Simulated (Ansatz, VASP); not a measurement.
## SnO in VASP and in Ansatz

The input INCAR:

```
SYSTEM = SnO
PREC = Accurate
ENCUT = 520
EDIFF = 1E-7
ISMEAR = 0
SIGMA = 0.15
LREAL = .False.
LASPH = .True.
NELM = 100
ALGO = Normal
ISIF = 2
LWAVE = .False.
LCHARG = .True.
GGA = CA
LELF = .True.
LVHAR = .True.
NBANDS = 28
```

Contents of KPOINTS:

```
Automatic mesh
0
Gamma
  10 10 8
  0 0 0
```

Contents of POSCAR:

```
SnO
1.0
    3.5911000000      0.0000000000      0.0000000000
    0.0000000000      3.5911000000      0.0000000000
    0.0000000000      0.0000000000      4.6553197995
Sn O
2 2
Direct
    0.0000000000      0.5000000000      0.2457459271
    0.5000000000      0.0000000000      0.7542540729
    0.0000000000      0.0000000000      0.0000000000
    0.5000000000      0.5000000000      0.0000000000
```

Input for Ansatz:

```yaml
crystal:
  lattice:
    - [3.5911, 0.0, 0.0]
    - [0.0, 3.5911, 0.0]
    - [0.0, 0.0, 4.6553197995]
  atoms:
    - { symbol: Sn, position: [0.0, 0.5, 0.2457459271] }
    - { symbol: Sn, position: [0.5, 0.0, 0.7542540729] }
    - { symbol: O, position: [0.0, 0.0, 0.0] }
    - { symbol: O, position: [0.5, 0.5, 0.0] }
basis:
  ecutwfc: 520.0
kpoints:
  mp_grid: { grid: [10, 10, 8] }
hamiltonian:
  xc: lda
scf:
  occupations: { method: gaussian, width: 0.15 }
output:
  forces: true
  stress: true
  eigenvalues: true
  write_density: true
  write_potential: true
  elf: true
  volumetric_format: npy
```

Alike in both runs: task single point; functional LDA; k mesh 10 × 10 × 8; occupations gaussian, width 0.15 eV; no spin polarisation.

```csv
,VASP,Ansatz
version,VASP 6.6.1,Ansatz 0.2.0
potentials or method,"VASP PAW LDA potentials, release 64 (Sn_d, O), cutoff 520 eV","scalar-relativistic, plane waves, PAW"
valence electrons in the cell,40,40
```

|  | VASP | Ansatz | Ansatz less VASP |
| --- | --- | --- | --- |
| gap on the k mesh at the Fermi level (eV) | none | none | - |
| pressure (GPa) | 14.1 | 13.5 | -0.62 |
| traceless stress, the component that is largest in VASP (GPa) | -4.66 | -4.70 | -0.041 |
| rms of the force components (eV/Å) | 0.646 | 0.581 | -0.0651 |

LDA's correlation is that of Perdew and Zunger in VASP and of Perdew and Wang (1992) in Ansatz. Atom by atom the forces differ by 0.065 eV/Å (rms over components). A gap of «none» marks a metal or a gap that the smearing closes.
